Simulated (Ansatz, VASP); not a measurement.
# Two plane-wave programs on Co

```xyz
4
Lattice="2.4930 0.0000 0.0000 0.0000 4.0369 0.0000 0.0000 0.0000 18.8787" Properties=species:S:1:pos:R:3 pbc="T T T"
Co    0.0000    3.0277    8.1208
Co    1.2465    1.0092    8.6852
Co    1.2465    3.0277   10.1935
Co    0.0000    1.0092   10.7579
```

Alike in both runs: functional PBE; k mesh 15 × 9 × 1; occupations fermi-dirac, width 0.1 eV; collinear spin.

Ansatz relaxed the structure, and its values are those at the end. VASP's run is a single point on that final structure, the one shown.

```csv
,VASP,Ansatz
version,VASP 6.6.1,Ansatz 0.2.0
potentials or method,"VASP PAW PBE potentials, release 64 (Co)","PAW with Ansatz's default frozen-core files, scalar-relativistic"
plane-wave cutoff (eV),520,420
valence electrons in the cell,36,68
```

|  | VASP | Ansatz | Ansatz less VASP |
| --- | --- | --- | --- |
| rms of the force components (eV/Å) | 0.016 | 0.001 | -0.0154 |
| net moment per atom (μB) | 1.76 | 1.77 | +0.010 |
| size of the moment on the site where the two differ most (μB) | 1.71 | 1.77 | +0.062 |

Site moments also hang on the region over which each program counts them. VASP's potentials hold 36 valence electrons a cell and Ansatz's 68, so a difference there can come from the potentials and not from the codes. Ansatz's warnings: stress scf threshold loose.
